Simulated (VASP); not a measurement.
# ZrC (R3m) in VASP: single point with PBE

Aim: the single point of ZrC with PBE.

Everything below comes from runs of VASP 6.6.1. Logs are shortened: lines on timing, memory, paths and dates and some standing lists are left out, and cuts for length are marked.

## 1. The cell of the first run

The structure is trigonal, space group R3m (No. 160). The conventional cell has a = 3.416 Å, b = 3.416 Å, c = 6.901 Å, α = 90.00°, β = 90.00°, γ = 120.00°. Zr (site symmetry 3m) has 6 C at 2.26 to 2.31 Å within 3.0 Å. Within 3.0 Å of C (site symmetry 3m) lie 6 Zr at 2.26 to 2.31 Å.

## 2. Single point, PBE (strained and its atoms moved)

INCAR reads:

```
SYSTEM = ZrC
ALGO = Normal
EDIFF = 1E-7
ENCUT = 520
GGA = PE
ISIF = 2
ISMEAR = 0
ISYM = 0
LASPH = .True.
LCHARG = .False.
LREAL = .False.
LWAVE = .False.
NBANDS = 15
NELM = 100
PREC = Accurate
SIGMA = 0.1
```

KPOINTS reads:

```
k-points
0
Gamma
  15 16 15
  0 0 0
```

POSCAR reads:

```
ZrC
1.0
    0.0000000000      2.4152873149      2.4152873149
    2.1332621149      0.2820252000      2.1332621149
    2.4152873149      2.4152873149      0.0000000000
Zr C
1 1
Direct
    0.5036848852      0.4889453444      0.5036848852
   -0.0036848852      0.0110546556     -0.0036848852
```

Potentials or basis: VASP PAW PBE potentials, release 64 (Zr_sv, C).

On the command line:

```console
$ cat potpaw_PBE.64/Zr_sv/POTCAR potpaw_PBE.64/C/POTCAR > POTCAR
$ mpirun -np 1 vasp_std > vasp.out
```

OUTCAR:

```text
SYSTEM = ZrC
   EDIFF = 1E-7
   ENCUT = 520
   GGA = PE
   ISIF = 2
   ISMEAR = 0
   ISYM = 0
   LASPH = .True.
   LREAL = .False.
   NELM = 100
   PREC = Accurate

 ion  position               nearest neighbor table
   1  0.504  0.489  0.504-   2 2.26   2 2.26   2 2.26   2 2.31   2 2.31   2 2.31
   2  0.996  0.011  0.996-   1 2.26   1 2.26   1 2.26   1 2.31   1 2.31   1 2.31

IMPORTANT INFORMATION: All symmetrisations will be switched off!
NOSYMM: (Re-)initialisation of all symmetry stuff for point group C_1.

----------------------------------------------------------------------------------------

                                     Primitive cell

  volume of cell :      23.2440

  direct lattice vectors                    reciprocal lattice vectors
     0.000000000  2.415287315  2.415287315    -0.221667332  0.221667332  0.192362085
     2.133262115  0.282025200  2.133262115     0.250972580 -0.250972580  0.250972580
     2.415287315  2.415287315  0.000000000     0.192362085  0.221667332 -0.221667332

  length of vectors
     3.415732078  3.030041702  3.415732078     0.367798837  0.434697259  0.367798837

  position of ions in fractional coordinates (direct lattice)
     0.503684885  0.488945344  0.503684885
     0.996315115  0.011054656  0.996315115

  ion indices of the primitive-cell ions
   primitive index   ion index
                 1           1
                 2           2

----------------------------------------------------------------------------------------

 KPOINTS: k-points

Automatic generation of k-mesh.
 Grid dimensions read from file:
 generate k-points for:   15   16   15

 Generating k-lattice:

  Cartesian coordinates                     Fractional coordinates (reciprocal lattice)
    -0.014777822  0.014777822  0.012824139     0.066666667  0.000000000  0.000000000
     0.015685786 -0.015685786  0.015685786     0.000000000  0.062500000  0.000000000
     0.012824139  0.014777822 -0.014777822     0.000000000  0.000000000  0.066666667

  Length of vectors
     0.024519922  0.027168579  0.024519922

  Shift w.r.t. Gamma in fractional coordinates (k-lattice)
     0.000000000  0.000000000  0.000000000

 -----------------------------------------------------------------------------
|                                                                             |
|           W    W    AA    RRRRR   N    N  II  N    N   GGGG   !!!           |
|           W    W   A  A   R    R  NN   N  II  NN   N  G    G  !!!           |
|           W    W  A    A  R    R  N N  N  II  N N  N  G       !!!           |
|           W WW W  AAAAAA  RRRRR   N  N N  II  N  N N  G  GGG   !            |
|           WW  WW  A    A  R   R   N   NN  II  N   NN  G    G                |
|           W    W  A    A  R    R  N    N  II  N    N   GGGG   !!!           |
[... 82 lines left out ...]
   IMIX   =      4    mixing-type and parameters
     AMIX     =   0.40;   BMIX     =  1.00
     AMIX_MAG =   1.60;   BMIX_MAG =  1.00
  volume/ion in A,a.u.               =      11.62        78.43
  Fermi-wavevector in a.u.,A,eV,Ry     =   1.445477  2.731555 28.428046  2.089402
  Thomas-Fermi vector in A             =   2.563654
   LORBIT       =      0    0 simple, 1 ext, 2 COOP (PROOUT), +10 PAW based schemes
   GGA     = PE    functional components
   LHFCALC =     F    Hartree Fock is set to
   AEXX    =    0.0000 exact exchange contribution
   IVDW    =     0    specifies the selected vdW correction
   LEPSILON=     F    determine dielectric tensor
   LRPA    =     F    only Hartree local field effects (RPA)
 non-spin polarized calculation
 Gauss-broadening in eV      SIGMA  =   0.10
  energy-cutoff  :      520.00
  volume of cell :       23.24
 maximum number of plane-waves:       646
 NGX is ok and might be reduce to    28
   NGX = 13   NGY = 11   NGZ = 13

 number of electron      16.0000000 magnetization

 Free energy of the ion-electron system (eV)
  ---------------------------------------------------
  ext. energy  EPLUGINS =         0.00000000
  ---------------------------------------------------
  free energy    TOTEN  =       -18.70542418 eV

  energy without entropy =      -18.70402428  energy(sigma->0) =      -18.70472423

 E-fermi :  11.1858     XC(G=0): -12.7059

 val. band max:       11.1772645406   @ k =  -0.4000  -0.0000   0.4667
 cond. band min:      11.1862565636   @ k =   0.0000   0.2500   0.1333
 fundamental gap:      0.0089920231
 Fermi energy:        11.1857633648

 k-point     1 :       0.0000    0.0000    0.0000
  band No.  band energies     occupation
      1     -36.8264      2.00000
      2     -14.4676      2.00000
      3     -14.4664      2.00000
      4     -14.2399      2.00000
      5      -0.7646      2.00000
      6      10.8921      1.99997
      7      10.8925      1.99997
      8      11.7662      0.00000
      9      11.7667      0.00000
     10      12.5452      0.00000
     11      13.9369      0.00000
     12      14.5759      0.00000
     13      14.5769      0.00000
     14      20.2948      0.00000
[... 401 lines left out ...]
      2     -14.5113      2.00000
      3     -14.5101      2.00000
      4     -14.4911      2.00000
      5      -0.2784      2.00000
      6      10.0929      2.00000
      7      10.0931      2.00000
      8      11.4777      0.00004
      9      11.6113      0.00000
     10      11.6114      0.00000
     11      13.3613      0.00000
     12      16.4919      0.00000
     13      16.4927      0.00000
     14      20.7841      0.00000
     15      24.5398      0.00000

 [... further k-points ...]

------------------------ aborting loop because EDIFF is reached ----------------------------------------

  FORCE on cell =-STRESS in cart. coord.  units (eV):
  Direction    XX          YY          ZZ          XY          YZ          ZX
  --------------------------------------------------------------------------------------
  -------------------------------------------------------------------------------------
  Total        4.5586814      4.5281094      4.5586815     -2.0958053     -2.0958053      2.1068209
  in kB      314.2233826    312.1160947    314.2233901   -144.4608614   -144.4608571    145.2201498
  external PRESSURE =     313.5209558 kB  Pullay stress =       0.0000000 kB

 VOLUME and BASIS-vectors are now :
 -----------------------------------------------------------------------------
  energy-cutoff  :      520.00
  volume of cell :       23.24
      direct lattice vectors                 reciprocal lattice vectors
     0.000000000  2.415287315  2.415287315    -0.221667332  0.221667332  0.192362085
     2.133262115  0.282025200  2.133262115     0.250972580 -0.250972580  0.250972580
     2.415287315  2.415287315  0.000000000     0.192362085  0.221667332 -0.221667332

 POSITION                                       TOTAL-FORCE (eV/Angst)
 -----------------------------------------------------------------------------------
      2.25959      2.57098      2.25959         0.129999     -0.126416      0.129999
      2.42997      4.81589      2.42997        -0.129999      0.126416     -0.129999
 -----------------------------------------------------------------------------------
    total drift:                                0.000020      0.000014      0.000020

  FREE ENERGIE OF THE ION-ELECTRON SYSTEM (eV)
  ---------------------------------------------------
  free  energy   TOTEN  =       -18.7054241783 eV

  energy  without entropy=      -18.7040242832  energy(sigma->0) =      -18.70472423
```

OSZICAR:

```text
N       E                     dE             d eps       ncg     rms          rms(c)
DAV:   1     0.101743898974E+03    0.10174E+03   -0.86885E+03 54085   0.109E+03
DAV:   2    -0.160782734513E+02   -0.11782E+03   -0.11025E+03 68324   0.292E+02
DAV:   3    -0.218308376785E+02   -0.57526E+01   -0.57084E+01 88851   0.555E+01
DAV:   4    -0.220114419961E+02   -0.18060E+00   -0.18054E+00 65969   0.672E+00
DAV:   5    -0.220130586978E+02   -0.16167E-02   -0.16167E-02 74390   0.610E-01    0.247E+01
DAV:   6    -0.188264904108E+02    0.31866E+01   -0.59152E+00 66801   0.232E+01    0.902E+00
DAV:   7    -0.187135590127E+02    0.11293E+00   -0.51810E-01 63090   0.615E+00    0.805E+00
DAV:   8    -0.187321454790E+02   -0.18586E-01   -0.22837E-01 73600   0.392E+00    0.570E+00
DAV:   9    -0.187058693006E+02    0.26276E-01   -0.43158E-02 65091   0.156E+00    0.760E-01
DAV:  10    -0.187054374838E+02    0.43182E-03   -0.28746E-03 68114   0.475E-01    0.487E-02
DAV:  11    -0.187054266583E+02    0.10826E-04   -0.77305E-05 66861   0.897E-02    0.141E-02
DAV:  12    -0.187054244208E+02    0.22375E-05   -0.28637E-06 66975   0.176E-02    0.901E-03
DAV:  13    -0.187054242046E+02    0.21622E-06   -0.39260E-07 71348   0.496E-03    0.673E-04
DAV:  14    -0.187054241783E+02    0.26253E-07   -0.12372E-08 37137   0.961E-04
   1 F= -.18705424E+02 E0= -.18704724E+02  d E =-.139990E-02
```

Run time: 4.6 min. Hardware: 1 thread of Intel Xeon 6975P-C (Granite Rapids), shared host; peak memory 0.7 GiB.

Results:

| Property | Result |
| --- | --- |
| Free energy | -18.7054 eV |
| Pressure | 31.4 GPa |
| Largest force | 0.223 eV/Å |
| Band gap on the k mesh | zero (band 8 reaches 11.80 eV, above the bottom of band 9 at 11.06 eV) |

Forces on the atoms (eV/Å):
```
Zr   0.130 -0.126  0.130
C   -0.130  0.126 -0.130
```

Levels at points of the mesh, in eV from the Fermi level:
| k point | band 5 | band 6 | band 7 | band 8 | band 9 | band 10 | band 11 | band 12 |
| --- | --- | --- | --- | --- | --- | --- | --- | --- |
| (0.00, 0.00, 0.00) | -11.95 | -0.29 | -0.29 | 0.58 | 0.58 | 1.36 | 2.75 | 3.39 |
| (0.00, 0.50, 0.00) | -7.80 | -6.06 | -4.58 | -4.58 | 6.05 | 6.05 | 6.21 | 6.70 |

Caveat: the cell differs from its parent crystal (strained and its atoms moved).
